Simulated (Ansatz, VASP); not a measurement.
# Two plane-wave programs on TiAl

File INCAR:

```
PREC = Accurate
ENCUT = 520
EDIFF = 1E-7
ISMEAR = 0
SIGMA = 0.15
LREAL = F
LASPH = T
NELM = 60
ALGO = Fast
ISIF = 2
LWAVE = F
LCHARG = T
GGA = CA
LELF = T
LVHAR = T
NBANDS = 23
```

The input KPOINTS:

```
Automatic mesh
0
Gamma
  16 16 16
```

Contents of POSCAR:

```
TiAl
1.0
   -2.8120068102      0.0000000000      0.0000000000
    0.0000000000      4.8705386665      0.0000000000
    1.4060034051     -2.4352693333     -4.5900455634
Ti Al
2 2
Direct
    0.5020162664      0.5020162664      0.0040325328
   -0.0020162664     -0.0020162664     -0.0040325328
    0.7500000000      0.0717329737      0.5000000000
    0.2500000000      0.5949336929      0.5000000000
```

Input for Ansatz:

```yaml
crystal:
  lattice:
    - [-2.8120068102, 0.0, 0.0]
    - [0.0, 4.8705386665, 0.0]
    - [1.4060034051, -2.4352693333, -4.5900455634]
  atoms:
    - { symbol: Ti, position: [0.5020162664, 0.5020162664, 0.0040325328] }
    - { symbol: Ti, position: [-0.0020162664, -0.0020162664, -0.0040325328] }
    - { symbol: Al, position: [0.75, 0.0717329737, 0.5] }
    - { symbol: Al, position: [0.25, 0.5949336929, 0.5] }
basis:
  ecutwfc: 520.0
kpoints:
  mp_grid: { grid: [16, 16, 16] }
hamiltonian:
  xc: lda
  pseudopotentials: { kind: paw, azcp: { folder: soft_1 } }
scf:
  occupations: { method: gaussian, width: 0.15 }
output:
  forces: true
  stress: true
  eigenvalues: true
```

Change from the starting cell: mode 6 frozen in at +0.000 Å and mode 11 at -0.057 Å (largest displacements).

Alike in both runs: task single point; functional LDA; k mesh 16 × 16 × 16; occupations gaussian, width 0.15 eV; no spin polarisation.

|  | VASP | Ansatz |
| --- | --- | --- |
| version | VASP 6.6.1 | Ansatz 0.2.0 |
| potentials or method | VASP PAW LDA potentials, release 64 (Ti_sv, Al), cutoff 520 eV | scalar-relativistic, plane waves, PAW |
| valence electrons in the cell | 30 | 30 |

```tsv
	VASP	Ansatz	Ansatz less VASP
gap on the k mesh at the Fermi level (eV)	none	none	-
pressure (GPa)	0.4	0.3	-0.10
traceless stress, the component that is largest in VASP (GPa)	0.18	0.23	+0.049
rms of the force components (eV/Å)	0.267	0.266	-0.0018
```

Ansatz warns that its potentials were made for another functional, while VASP's fit it. LDA's correlation is that of Perdew and Zunger in VASP and of Perdew and Wang (1992) in Ansatz. Atom by atom the forces differ by 0.002 eV/Å (rms over components). A gap of «none» marks a metal or a gap that the smearing closes.
